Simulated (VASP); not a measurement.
## Mg: single point with PBE

Crystal: Mg.

```
CELL_PARAMETERS angstrom
3.19531 0.00000 0.00000
-1.59766 2.76722 0.00000
0.00000 0.00000 5.18794
ATOMIC_POSITIONS crystal
Mg 0.33333 0.66667 0.25000
Mg 0.66667 0.33333 0.75000
```

```json
{
  "Program": "VASP 6.6.1",
  "Task": "single point",
  "Functional": "PBE",
  "Potentials or basis": "VASP PAW PBE potentials, release 64 (Mg)",
  "Cutoff": "520 eV",
  "k mesh": "19 × 19 × 10",
  "Occupations": "fermi-dirac, width 0.1 eV",
  "Spin": "no spin polarisation",
  "Dipole correction": "no",
  "Further INCAR settings": "ALGO = Normal; EDIFF = 1e-06; NBANDS = 9"
}
```

| Property | Result |
| --- | --- |
| Pressure | -0.1 GPa |
| Band gap on the k mesh | zero (bands 2 and 3 overlap by 2.19 eV) |

Levels at points of the mesh, in eV from the Fermi level:
| k point | band 1 | band 2 | band 3 | band 4 | band 5 | band 6 | band 7 |
| --- | --- | --- | --- | --- | --- | --- | --- |
| (0.00, 0.00, 0.00) | -6.94 | -1.69 | -1.24 | 10.94 | 10.94 | 11.06 | 11.06 |
| (0.00, 0.00, 0.50) | -5.55 | -5.55 | 5.03 | 5.03 | 11.69 | 11.69 | 11.69 |

Wall time 110 s on 1 thread of AMD EPYC 7R13 (shared host), peak memory 0.2 GiB.
